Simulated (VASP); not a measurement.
Here is a VASP 6.6.1 calculation.

File INCAR:

```
ALGO = Normal
EDIFF = 1E-6
ENCUT = 520
GGA = PS
ISIF = 2
ISMEAR = -1
LASPH = T
LCHARG = F
LREAL = F
LWAVE = F
NBANDS = 26
NELM = 80
PREC = Accurate
SIGMA = 0.05
```

Contents of KPOINTS:

```
k-points
0
Gamma
  9 9 12
```

The input POSCAR:

```
Nb
1.0
    4.4980887171      0.0000000000      0.0000000000
   -2.2490443585      3.8954590975      0.0000000000
    0.0000000000      0.0000000000      2.5032737136
Nb
3
Direct
    0.0000000000      0.0000000000      0.0000000000
    0.3333333333      0.6666666667      0.5000000000
    0.6666666667      0.3333333333      0.5000000000
```

Potentials or basis: VASP PAW PBE potentials, release 64 (Nb_sv).

The run is started by

```console
$ cat potpaw_PBE.64/Nb_sv/POTCAR > POTCAR
$ mpirun -np 1 vasp_std > vasp.out
```

(1) What does it give for the pressure?

## Answers

(1) 50.7 GPa.

Caveat: the PAW data sets were made with another functional, which shifts forces and pressure a little.
